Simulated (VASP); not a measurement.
# La8O11 (a cell with a defect) in VASP: notebook, part 2 of 2

VASP 6.6.1.

**4. Single point, PBE**

Input file INCAR:

```
  ALGO = Normal
  EDIFF = 1E-6
  ENCUT = 520
  GGA = PE
  ISIF = 2
  ISMEAR = 0
  LASPH = True
  LCHARG = False
  LREAL = Auto
  LWAVE = False
  NBANDS = 92
  NELM = 80
  PREC = Accurate
  SIGMA = 0.05
```

Input file KPOINTS:

```
k-points
0
Gamma
  2 2 2
```

Input file POSCAR:

```
La8O11
1.0
   -3.9307780000     -6.8083070000      0.0000000000
    5.8961670000     -3.4041530000      0.0000000000
    0.0000000000      0.0000000000      6.1119540000
La O
8 11
Direct
    0.5086000995      0.6638721532      0.7986319923
    0.4930314883      0.3314957544      0.2562614182
    0.2567416099      0.1748465184      0.7512262036
    0.2426458809      0.8376087534      0.2034884425
   -0.0020429978      0.6601014573      0.7452562634
    0.0002256453      0.3352795064      0.2462644516
    0.7511063457      0.1678730096      0.7555217202
    0.7540096349      0.8443903446      0.2509213911
    0.5037958216      0.3396502393      0.6415701100
    0.7688872256      0.5037625276     -0.0063691579
    0.2490361701      0.1592308865      0.3648015021
    0.3663902159      0.7333424579      0.5014260579
    0.5041999992      0.0242396907      0.0029406308
   -0.0017998973      0.6725603266      0.3587932763
    0.0045893748      0.3299699302      0.6434331803
    0.2461052515      0.4777634535     -0.0005162015
    0.7465103357      0.1747710681      0.3567585751
    0.7485687627      0.8301897867      0.6382413873
   -0.0169156122     -0.0008026428      0.0050002012
```

Potentials or basis: VASP PAW PBE potentials, release 64 (La, O).

On the command line:

```
cat potpaw_PBE.64/La/POTCAR potpaw_PBE.64/O/POTCAR > POTCAR
mpirun -np 1 vasp_std > vasp.out
```

OUTCAR:

```text
EDIFF = 1E-6
   ENCUT = 520
   GGA = PE
   ISIF = 2
   ISMEAR = 0
   LASPH = True
   LREAL = Auto
   NELM = 80
   PREC = Accurate

 ion  position               nearest neighbor table
   1  0.509  0.664  0.799-  12 2.18   9 2.41  18 2.41  10 2.61  16 2.71  13 2.75   4 3.45   8 3.59
                             2 3.60
   2  0.493  0.331  0.256-  17 2.34  11 2.34   9 2.36  13 2.60  16 2.69   1 3.60
   3  0.257  0.175  0.751-  15 2.34   9 2.34  11 2.36  16 2.56  13 2.68   4 3.60
   4  0.243  0.838  0.203-  12 2.18  11 2.40  14 2.42  19 2.62  13 2.71  16 2.75   1 3.45   3 3.60
                             5 3.61
   5  0.998  0.660  0.745-  15 2.33  14 2.36  18 2.37  10 2.58  16 2.79  19 2.80   4 3.61
   6  0.000  0.335  0.246-  17 2.37  14 2.40  11 2.41  15 2.43  16 2.64  10 2.65  19 2.73
   7  0.751  0.168  0.756-   9 2.37  15 2.38  18 2.41  17 2.44  19 2.64  13 2.65  10 2.71
   8  0.754  0.844  0.251-  17 2.34  14 2.34  18 2.37  19 2.57  13 2.77  10 2.80   1 3.59
   9  0.504  0.340  0.642-   3 2.34   2 2.36   7 2.37   1 2.41
  10  0.769  0.504  0.994-   5 2.58   1 2.61   6 2.65   7 2.71   8 2.80
  11  0.249  0.159  0.365-   2 2.34   3 2.36   4 2.40   6 2.41
  12  0.366  0.733  0.501-   4 2.18   1 2.18
  13  0.504  0.024  0.003-   2 2.60   7 2.65   3 2.68   4 2.71   1 2.75   8 2.77
  14  0.998  0.673  0.359-   8 2.34   5 2.36   6 2.40   4 2.42
  15  0.005  0.330  0.643-   5 2.33   3 2.34   7 2.38   6 2.43
  16  0.246  0.478  0.999-   3 2.56   6 2.64   2 2.69   1 2.71   4 2.75   5 2.79
  17  0.747  0.175  0.357-   8 2.34   2 2.34   6 2.37   7 2.44
  18  0.749  0.830  0.638-   5 2.37   8 2.37   7 2.41   1 2.41
  19  0.983  0.999  0.005-   8 2.57   4 2.62   7 2.64   6 2.73   5 2.80

  LATTYP: Found a simple orthorhombic cell.
 ALAT       =     6.1119540000
 B/A-ratio  =     1.1139329430
 C/A-ratio  =     1.2862589965

  Lattice vectors:

 A1 = (   0.0000000000,   0.0000000000,  -6.1119540000)
 A2 = (   5.8961670000,  -3.4041530000,   0.0000000000)
 A3 = (  -3.9307780000,  -6.8083070000,   0.0000000000)

Analysis of symmetry for initial positions (statically):
=====================================================================
 Subroutine PRICEL returns:
 Original cell was already a primitive cell.
[... 167 lines left out ...]
   IVDW    =     0    specifies the selected vdW correction
   LEPSILON=     F    determine dielectric tensor
   LRPA    =     F    only Hartree local field effects (RPA)
 non-spin polarized calculation
 Gauss-broadening in eV      SIGMA  =   0.05
  energy-cutoff  :      520.00
  volume of cell :      327.14
 maximum number of plane-waves:      8844
 NGX is ok and might be reduce to    60
   NGX = 29   NGY = 25   NGZ = 23

 number of electron     153.9999994 magnetization

 Free energy of the ion-electron system (eV)
  ---------------------------------------------------
  ext. energy  EPLUGINS =         0.00000000
  ---------------------------------------------------
  free energy    TOTEN  =      -154.59023260 eV

  energy without entropy =     -154.58752407  energy(sigma->0) =     -154.58887833

 E-fermi :   9.2171     XC(G=0): -10.3636

 val. band max:        9.1680107317   @ k =   0.5000   0.5000   0.0000
 cond. band min:       9.2663144485   @ k =   0.5000  -0.0000   0.0000
 fundamental gap:      0.0983037167
 Fermi energy:         9.2170702715

 k-point     1 :       0.0000    0.0000    0.0000
  band No.  band energies     occupation
      1     -24.0655      2.00000
      2     -23.9517      2.00000
      3     -23.9100      2.00000
      4     -23.8571      2.00000
      5     -23.7112      2.00000
      6     -23.6683      2.00000
[... 725 lines left out ...]
     88      10.8018      0.00000
     89      10.8165      0.00000
 [bands above 89 left out]

------------------------ aborting loop because EDIFF is reached ----------------------------------------

  FORCE on cell =-STRESS in cart. coord.  units (eV):
  Direction    XX          YY          ZZ          XY          YZ          ZX
  --------------------------------------------------------------------------------------
  -------------------------------------------------------------------------------------
  Total        1.3544700      1.3816415      7.5021691      0.5627611     -0.7794462     -1.5025492
  in kB        6.6336457      6.7667205     36.7425867      2.7561759     -3.8174117     -7.3588777
  external PRESSURE =      16.7143176 kB  Pullay stress =       0.0000000 kB

 VOLUME and BASIS-vectors are now :
 -----------------------------------------------------------------------------
  energy-cutoff  :      520.00
  volume of cell :      327.14
      direct lattice vectors                 reciprocal lattice vectors
    -3.930778000 -6.808307000  0.000000000    -0.063600634 -0.110159549  0.000000000
     5.896167000 -3.404153000  0.000000000     0.127201286 -0.073439699  0.000000000
     0.000000000  0.000000000  6.111954000     0.000000000  0.000000000  0.163613797

 POSITION                                       TOTAL-FORCE (eV/Angst)
 -----------------------------------------------------------------------------------
      1.91511     -5.72263      4.88120        -0.000558      0.004068     -0.017787
      0.01656     -4.48517      1.56626        -0.008721      0.011719      0.017755
      0.02173     -2.34318      4.59146         0.006687     -0.007513     -0.018394
      3.98489     -4.50336      1.24371        -0.012841      0.000621      0.033055
     -0.03068     -9.04148      4.55497        -0.007311      0.016106     -0.014033
      1.97598     -1.14288      1.50516        -0.000575     -0.002389      0.014117
[... 11 lines left out ...]
      1.95248     -7.92258      3.90090         0.002517     -0.010689     -0.002374
      2.02715    -10.09456      0.03056         0.008272      0.000839      0.007589
 -----------------------------------------------------------------------------------
    total drift:                                0.002597     -0.004695      0.000412

  FREE ENERGIE OF THE ION-ELECTRON SYSTEM (eV)
  ---------------------------------------------------
  free  energy   TOTEN  =      -154.5902325961 eV

  energy  without entropy=     -154.5875240719  energy(sigma->0) =     -154.58887833
```

OSZICAR:

```text
N       E                     dE             d eps       ncg     rms          rms(c)
DAV:   1     0.245080421914E+04    0.24508E+04   -0.53148E+04  1472   0.255E+03
DAV:   2     0.919361318511E+03   -0.15314E+04   -0.14540E+04  1888   0.526E+02
DAV:   3     0.147861600327E+03   -0.77150E+03   -0.75451E+03  2528   0.341E+02
[... 12 lines left out ...]
DAV:  16    -0.154590223154E+03   -0.25381E-04   -0.25747E-04  2872   0.918E-02    0.109E-02
DAV:  17    -0.154590229442E+03   -0.62879E-05   -0.78517E-05  2720   0.460E-02    0.550E-03
DAV:  18    -0.154590230946E+03   -0.15036E-05   -0.21912E-05  1792   0.282E-02    0.417E-03
DAV:  19    -0.154590232152E+03   -0.12058E-05   -0.98598E-06  1664   0.178E-02    0.204E-03
DAV:  20    -0.154590232596E+03   -0.44433E-06   -0.29226E-06  1264   0.134E-02
   1 F= -.15459023E+03 E0= -.15458888E+03  d E =-.270852E-02
```

stdout:

```text
POSCAR found type information on POSCAR LaO
 POSCAR found :  2 types and      19 ions
 scaLAPACK will be used
 LDA part: xc-table for (Slater+PW92), standard interpolation
 POSCAR, INCAR and KPOINTS ok, starting setup
 FFT: planning ... GRIDC
 FFT: planning ... GRID_SOFT
 FFT: planning ... GRID
 WAVECAR not read
 entering main loop
```

Wall time 13 min (1 thread of Intel Xeon Platinum 8488C (Sapphire Rapids), shared host); peak memory 0.48 GiB.

Results:

| Property | Result |
| --- | --- |
| Free energy | -154.5902 eV |
| Pressure | 1.7 GPa |
| Largest force | 0.035 eV/Å |
| Band gap on the k mesh | zero (bands 77 and 78 overlap by 0.10 eV) |

Forces in eV/Å, atoms in the order of the input:
```
La  -0.001  0.004 -0.018
La  -0.009  0.012  0.018
La   0.007 -0.008 -0.018
La  -0.013  0.001  0.033
La  -0.007  0.016 -0.014
La  -0.001 -0.002  0.014
La   0.008  0.001 -0.016
La   0.004 -0.012  0.017
O   -0.004  0.008  0.002
O   -0.006 -0.008 -0.016
O   -0.001 -0.001  0.000
O    0.013 -0.011 -0.014
O    0.000  0.002 -0.001
O    0.000  0.007 -0.001
O   -0.004 -0.004  0.007
O   -0.001  0.004  0.006
O    0.003  0.001 -0.005
O    0.003 -0.011 -0.002
O    0.008  0.001  0.008
```

Stress tensor (GPa, compression positive):
```
 0.66  0.28 -0.74
 0.28  0.68 -0.38
-0.74 -0.38  3.67
```

Caveat: the k points lie up to 0.51 Å⁻¹ apart; spin-orbit coupling is left out, which moves the levels of the heavy elements.

**5. Summary**

| cell | gap on the mesh (eV) | pressure (GPa) | largest force (eV/Å) |
| --- | --- | --- | --- |
| as given, atomic positions A | 0.12 | 1.4 | 1.08 |
| as given, atomic positions B | 0.19 | 1.6 | 1.02 |
| as given, atomic positions C | none | 1.7 | 0.04 |

Alike in all rows: task single point; level PBE; potentials or basis VASP PAW PBE potentials, release 64 (La, O); no spin polarisation; k mesh 2 × 2 × 2; cutoff (eV) 520; smearing gaussian 0.05 eV.

Caveats: all runs use coarse meshes; spin-orbit coupling is left out, which moves the levels of the heavy elements.

Total energies depend on the potentials used, so only differences within one code and one set of settings carry meaning.

The gap in the log of VASP goes by the Fermi energy; the results here count the filled bands.